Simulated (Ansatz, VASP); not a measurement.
**Two plane-wave programs on C**

```
C
1.0
     2.51808    0.00000    0.00000
    -1.25904    2.18072    0.00000
     0.00000    0.00000    8.30450
C
8
Direct
  0.00000 0.00000 0.09297
  0.00000 0.00000 0.59297
  0.00000 0.00000 0.40703
  0.00000 0.00000 0.90703
  0.33333 0.66667 0.15553
  0.66667 0.33333 0.65553
  0.33333 0.66667 0.34447
  0.66667 0.33333 0.84447
```

Alike in both runs: functional PBE; k mesh 10 × 10 × 3; occupations fermi-dirac, width 0.1 eV; no spin polarisation.

Ansatz relaxed the structure, and its values are those at the end. VASP's run is a single point on that final structure, the one shown.

|  | VASP | Ansatz |
| --- | --- | --- |
| version | VASP 6.6.1 | Ansatz 0.2.0 |
| potentials or method | VASP PAW PBE potentials, release 64 (C), cutoff 520 eV | plane waves, PAW |
| valence electrons in the cell | 32 | 32 |

```csv
,VASP,Ansatz,Ansatz less VASP
gap on the k mesh at the Fermi level (eV),4.53,4.54,+0.010
pressure (GPa),0.6,0.0,-0.62
```

Ansatz's warnings: stress scf threshold loose.
